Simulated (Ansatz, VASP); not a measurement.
## One calculation of GaGe, two programs

```
Ga Ge
1.0
     3.66844    0.00000    0.00000
     0.00000    3.66844    0.00000
     0.00000    0.00000    3.66844
Ga Ge
1 1
Direct
  0.00000 0.00000 0.00000
  0.50000 0.50000 0.50000
```

Alike in both runs: task single point; functional PBE; k mesh 6 × 6 × 6; occupations gaussian, width 0.1 eV; no spin polarisation.

```csv
,VASP,Ansatz
version,VASP 6.6.1,Ansatz 0.2.0
potentials or method,"VASP PAW PBE potentials, release 64 (Ga_d, Ge_d), cutoff 500 eV","scalar-relativistic, plane waves, PAW"
valence electrons in the cell,27,27
```

```csv
,VASP,Ansatz,Ansatz less VASP
gap on the k mesh at the Fermi level (eV),none,none,-
pressure (GPa),-7.5,-7.6,-0.04
```

A gap of «none» marks a metal or a gap that the smearing closes. The functional is the same, so the differences come from potentials, cutoffs and numerics.
